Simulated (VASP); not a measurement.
# LiF (P6_3/mmc) in VASP: notebook, part 2 of 2

VASP 6.6.1. The steps go on from the part before.

### Step 3. Relaxation of cell and atoms, LDA

Contents of INCAR:

```
SYSTEM = LiF
PREC = Accurate
ENCUT = 600
EDIFF = 1E-6
ISMEAR = -1
SIGMA = 0.02
LREAL = .False.
LASPH = .True.
NELM = 100
ALGO = Normal
ISIF = 3
LWAVE = .False.
LCHARG = .False.
IBRION = 2
NSW = 80
EDIFFG = -0.005
```

Contents of KPOINTS:

```
regular mesh
0
Gamma
  12 12 6
  0 0 0
```

Contents of POSCAR:

```
LiF
1.0
    3.3292640346      0.0000000000      0.0000000000
   -1.6646320173      2.8832272299      0.0000000000
    0.0000000000      0.0000000000      4.0957566023
Li F
2 2
Direct
    0.3333333333      0.6666666667      0.2500000000
    0.6666666667      0.3333333333      0.7500000000
    0.6666666667      0.3333333333      0.2500000000
    0.3333333333      0.6666666667      0.7500000000
```

Potentials or basis: VASP PAW LDA potentials, release 64 (Li_sv, F).

Started as:

```
cat potpaw_LDA.64/Li_sv/POTCAR potpaw_LDA.64/F/POTCAR > POTCAR
mpirun -np 1 vasp_std > vasp.out
```

OUTCAR:

```text
SYSTEM = LiF
   PREC = Accurate
   ENCUT = 600
   EDIFF = 1E-6
   ISMEAR = -1
   LREAL = .False.
   LASPH = .True.
   NELM = 100
   ISIF = 3
   IBRION = 2
   NSW = 80
   EDIFFG = -0.005

 ion  position               nearest neighbor table
   1  0.333  0.667  0.250-   3 1.92   3 1.92   3 1.92   4 2.05   4 2.05
   2  0.667  0.333  0.750-   4 1.92   4 1.92   4 1.92   3 2.05   3 2.05
   3  0.667  0.333  0.250-   1 1.92   1 1.92   1 1.92   2 2.05   2 2.05
   4  0.333  0.667  0.750-   2 1.92   2 1.92   2 1.92   1 2.05   1 2.05

  LATTYP: Found a hexagonal cell.
 ALAT       =     3.3292640346
 C/A-ratio  =     1.2302288313

  Lattice vectors:

 A1 = (   3.3292640346,   0.0000000000,   0.0000000000)
 A2 = (  -1.6646320173,   2.8832272299,   0.0000000000)
 A3 = (   0.0000000000,   0.0000000000,   4.0957566023)

Analysis of symmetry for initial positions (statically):
=====================================================================
 Subroutine PRICEL returns:
 Original cell was already a primitive cell.

 Routine SETGRP: Setting up the symmetry group for a
 hexagonal supercell.

 Subroutine GETGRP returns: Found 24 space group operations
 (whereof 12 operations were pure point group operations)
 out of a pool of 24 trial point group operations.

The static configuration has the point symmetry D_3d.
 The point group associated with its full space group is D_6h.

Analysis of symmetry for dynamics (positions and initial velocities):
=====================================================================
 Subroutine PRICEL returns:
 Original cell was already a primitive cell.

 Routine SETGRP: Setting up the symmetry group for a
 hexagonal supercell.

 Subroutine GETGRP returns: Found 24 space group operations
 (whereof 12 operations were pure point group operations)
 out of a pool of 24 trial point group operations.

The dynamic configuration has the point symmetry D_3d.
 The point group associated with its full space group is D_6h.

 Subroutine INISYM returns: Found 24 space group operations
 (whereof 12 operations are pure point group operations),
 and found     1 'primitive' translations

----------------------------------------------------------------------------------------

[... 136 lines left out ...]

 number of electron      20.0000009 magnetization

 Free energy of the ion-electron system (eV)
  ---------------------------------------------------
  ext. energy  EPLUGINS =         0.00000000
  ---------------------------------------------------
  free energy    TOTEN  =       -20.78431364 eV

  energy without entropy =      -20.78431364  energy(sigma->0) =      -20.78431364

------------------------ aborting loop because EDIFF is reached ----------------------------------------

  FORCE on cell =-STRESS in cart. coord.  units (eV):
  Direction    XX          YY          ZZ          XY          YZ          ZX
  --------------------------------------------------------------------------------------
  -------------------------------------------------------------------------------------
  Total       -1.5940842     -1.5940842     -1.8516591      0.0000000     -0.0000000      0.0000000
  in kB      -64.9621806    -64.9621806    -75.4588828      0.0000000     -0.0000000      0.0000000
  external PRESSURE =     -68.4610813 kB  Pullay stress =       0.0000000 kB
[... 25 lines left out ...]
--------------------------------------- Ionic step        2  -------------------------------------------

 number of electron      19.9999984 magnetization

 E-fermi :  -1.6371     XC(G=0):  -9.8867

 val. band max:       -2.0316338392   @ k =   0.0000   0.0000   0.0000
 cond. band min:       5.5062808689   @ k =   0.0000   0.0000   0.0000
 fundamental gap:      7.5379147081
 Fermi energy:        -1.6371322445

 k-point     1 :       0.0000    0.0000    0.0000
  band No.  band energies     occupation
      1     -41.7013      2.00000
      2     -41.6032      2.00000
      3     -21.5531      2.00000
      4     -20.8490      2.00000
      5      -5.0682      2.00000
      6      -3.3488      2.00000
      7      -3.3488      2.00000
      8      -2.5326      2.00000
      9      -2.5326      2.00000
     10      -2.0316      2.00000
     11       5.5063      0.00000
     12      12.3373      0.00000
     13      14.0809      0.00000
     14      14.2562      0.00000
[... 542 lines left out ...]
--------------------------------------- Ionic step        6  -------------------------------------------

 number of electron      20.0000002 magnetization

 Free energy of the ion-electron system (eV)
  ---------------------------------------------------
  ext. energy  EPLUGINS =         0.00000000
  ---------------------------------------------------
  free energy    TOTEN  =       -20.89404521 eV

  energy without entropy =      -20.89404521  energy(sigma->0) =      -20.89404521

 E-fermi :  -1.1630     XC(G=0): -10.1824

 val. band max:       -1.6871533705   @ k =   0.0000   0.0000   0.0000
 cond. band min:       6.1986968442   @ k =   0.0000   0.0000   0.0000
 fundamental gap:      7.8858502147
 Fermi energy:        -1.1629798862

 k-point     1 :       0.0000    0.0000    0.0000
  band No.  band energies     occupation
      1     -41.2309      2.00000
      2     -41.1017      2.00000
      3     -21.3510      2.00000
      4     -20.5470      2.00000
      5      -4.9790      2.00000
      6      -3.1228      2.00000
      7      -3.1228      2.00000
      8      -2.2045      2.00000
      9      -2.2045      2.00000
     10      -1.6872      2.00000
     11       6.1987      0.00000
     12      13.3753      0.00000
     13      14.9188      0.00000
     14      15.0306      0.00000
[... 422 lines left out ...]
  FREE ENERGIE OF THE ION-ELECTRON SYSTEM (eV)
  ---------------------------------------------------
  free  energy   TOTEN  =       -20.8940452080 eV

  energy  without entropy=      -20.8940452080  energy(sigma->0) =      -20.89404521

 reached required accuracy - stopping structural energy minimisation
```

OSZICAR:

```text
N       E                     dE             d eps       ncg     rms          rms(c)
DAV:   1     0.140280589169E+03    0.14028E+03   -0.12260E+04  2128   0.170E+03
DAV:   2    -0.106265488372E+02   -0.15091E+03   -0.14757E+03  2494   0.374E+02
DAV:   3    -0.219275282253E+02   -0.11301E+02   -0.11270E+02  4070   0.844E+01
DAV:   4    -0.221345229799E+02   -0.20699E+00   -0.20697E+00  2640   0.112E+01
[... 44 lines left out ...]
DAV:   1    -0.208955462094E+02   -0.16834E-02   -0.14450E-01  2140   0.412E+00    0.303E-01
DAV:   2    -0.208945620676E+02    0.98414E-03   -0.10216E-03  2942   0.359E-01    0.173E-01
DAV:   3    -0.208940442211E+02    0.51785E-03   -0.49020E-04  2644   0.246E-01    0.105E-02
DAV:   4    -0.208940451577E+02   -0.93668E-06   -0.16480E-05  2892   0.368E-02    0.700E-03
DAV:   5    -0.208940452080E+02   -0.50288E-07   -0.42350E-07  1752   0.814E-03
   6 F= -.20894045E+02 E0= -.20894045E+02  d E =-.371176E-03
```

Run time: 3.8 min. Hardware: 1 thread of Intel Xeon 8259CL, shared host; peak memory 0.17 GiB.

Results:

```yaml
Free_energy: -20.8940 eV
Relaxed_volume: 8.68 Å³/atom
Relaxed_cell: a = 3.209 Å, b = 3.209 Å, c = 3.894 Å, α = 90.00°, β = 90.00°, γ = 120.00°
Space_group_after_relaxing_to_0.1_Å: P6_3/mmc (No. 194)
Energy_gained_by_relaxing: 27.4 meV/atom
Ionic_steps: 6
Pressure_after_relaxing: 0.1 GPa
Band_gap_on_the_k_mesh: 7.89 eV
```

Step by step:
| step | energy change (eV) | largest force (eV/Å) | pressure (GPa) | volume (Å³) |
| --- | --- | --- | --- | --- |
| 1 | 0.0000 | 0.0000 | -6.85 | 39.32 |
| 2 | -0.0801 | 0.0000 | -3.91 | 36.97 |
| 3 | -0.1092 | 0.0000 | -0.31 | 34.90 |
| 4 | -0.1094 | 0.0000 | 0.05 | 34.72 |
| 5 | -0.1095 | 0.0000 | 0.05 | 34.72 |
| 6 | -0.1097 | 0.0000 | 0.05 | 34.73 |

Final structure:
```cif
data_structure
_symmetry_space_group_name_H-M 'P 1'
_symmetry_Int_Tables_number 1
_cell_length_a 3.2093
_cell_length_b 3.2093
_cell_length_c 3.8938
_cell_angle_alpha 90.000
_cell_angle_beta 90.000
_cell_angle_gamma 120.000
_cell_volume 34.73
loop_
_atom_site_label
_atom_site_type_symbol
_atom_site_fract_x
_atom_site_fract_y
_atom_site_fract_z
_atom_site_occupancy
Li1 Li 0.33333 0.66667 0.25000 1
Li2 Li 0.66667 0.33333 0.75000 1
F1 F 0.66667 0.33333 0.25000 1
F2 F 0.33333 0.66667 0.75000 1
```

Caveat: the cutoff is under 1.25 times the usual one of these potentials, so pressure, stress and relaxed cells hold a basis-set (Pulay) error. A k mesh can miss the band edges.

### Step 4. Relaxation of cell and atoms, PBE

This run uses another cell than the first one, of 5.53 Å³/atom.

Contents of INCAR:

```
PREC = Accurate
ENCUT = 910
EDIFF = 1E-7
ISMEAR = -1
SIGMA = 0.02
LREAL = False
LASPH = True
NELM = 120
ALGO = Normal
ISIF = 3
LWAVE = False
LCHARG = False
GGA = PE
IBRION = 2
NSW = 80
EDIFFG = -0.005
GGA_COMPAT = False
NELMIN = 4
```

Contents of KPOINTS:

```
Automatic mesh
0
Gamma
  12 12 6
```

Contents of POSCAR:

```
LiF
1.0
    2.7341772997      0.0000000000      0.0000000000
   -1.3670886499      2.3678670000      0.0000000000
    0.0000000000      0.0000000000      3.4175400000
Li F
2 2
Direct
    0.3333333333      0.6666666667      0.2500000000
    0.6666666667      0.3333333333      0.7500000000
    0.6666666667      0.3333333333      0.2500000000
    0.3333333333      0.6666666667      0.7500000000
```

Potentials or basis: VASP PAW PBE potentials, release 64 (Li_sv, F_h).

Started as:

```
cat potpaw_PBE.64/Li_sv/POTCAR potpaw_PBE.64/F_h/POTCAR > POTCAR
mpirun -np 1 vasp_std > vasp.out
```

Run time: 83 s. Hardware: 1 thread of Intel Xeon Platinum 8488C (Sapphire Rapids), shared host; peak memory 0.19 GiB.

It converged, with:

* Free energy: -18.4182 eV
* Relaxed volume: 7.91 Å³/atom
* Relaxed cell: a = 3.092 Å, b = 3.092 Å, c = 3.823 Å, α = 90.00°, β = 90.00°, γ = 120.00°
* Space group after relaxing (to 0.1 Å): P6_3/mmc (No. 194)
* Energy gained by relaxing: 662.5 meV/atom
* Ionic steps: 4
* Pressure after relaxing: 0.1 GPa
* Band gap on the k mesh: 8.72 eV

Step by step:
```csv
step,energy change (eV),largest force (eV/Å),pressure (GPa),volume (Å³)
1,0.0000,0.0000,107.58,22.13
2,-2.2294,0.0000,-28.09,36.27
3,-2.6491,0.0000,1.55,31.44
4,-2.6502,0.0000,0.08,31.65
```

Final structure:
```
Li F
1.0
     3.09205    0.00000    0.00000
    -1.54602    2.67779    0.00000
     0.00000    0.00000    3.82285
Li F
2 2
Direct
  0.33333 0.66667 0.25000
  0.66667 0.33333 0.75000
  0.66667 0.33333 0.25000
  0.33333 0.66667 0.75000
```

Levels at points of the mesh, in eV from the valence-band top:
```
           k point  band 7  band 8  band 9  band 10  band 11  band 12  band 13  band 14
(0.00, 0.00, 0.00)   -1.59   -0.63   -0.63     0.00     8.72    16.08    17.79    17.92
(0.50, 0.00, 0.00)   -2.28   -1.27   -1.14    -0.64    11.26    15.29    15.90    18.72
(0.00, 0.00, 0.50)   -1.10   -1.10   -1.10    -1.10    11.40    11.40    18.03    18.03
(0.50, 0.00, 0.50)   -1.51   -1.51   -0.55    -0.55    11.75    11.75    17.27    17.27
```

Caveat: the cutoff is under 1.25 times the usual one of these potentials, so pressure, stress and relaxed cells hold a basis-set (Pulay) error; the volume moved by over 15 % at a fixed basis, so the end points are rough. A k mesh can miss the band edges.

### Step 5. The runs side by side

```tsv
level	potentials or basis	cell	cutoff (eV)	gap on the mesh (eV)	pressure (GPa)	relaxed volume (Å³/atom)
PBEsol	VASP PAW PBE potentials, release 64 (Li_sv, F)	relaxed from a = 3.329, b = 3.329, c = 4.096 Å, angles 90.0, 90.0, 120.0°, 4 atoms	600	7.62	0.1	9.38
LDA	VASP PAW LDA potentials, release 64 (Li_sv, F)	relaxed from a = 3.329, b = 3.329, c = 4.096 Å, angles 90.0, 90.0, 120.0°, 4 atoms	600	7.89	0.1	8.68
PBE	VASP PAW PBE potentials, release 64 (Li_sv, F_h)	relaxed from a = 2.734, b = 2.734, c = 3.418 Å, angles 90.0, 90.0, 120.0°, 4 atoms	910	8.72	0.1	7.91
```

Alike in all rows: task relaxation of cell and atoms; no spin polarisation; k mesh 12 × 12 × 6; smearing fermi-dirac 0.02 eV.

Caveats: the cutoff is under 1.25 times the usual one of these potentials, so pressure, stress and relaxed cells hold a basis-set (Pulay) error; the PAW data sets were made with another functional, which shifts forces and pressure a little (at least some runs); the volume moved by over 15 % at a fixed basis, so the end points are rough (at least some runs).

Absolute energies hang on the potentials; compare differences alone.
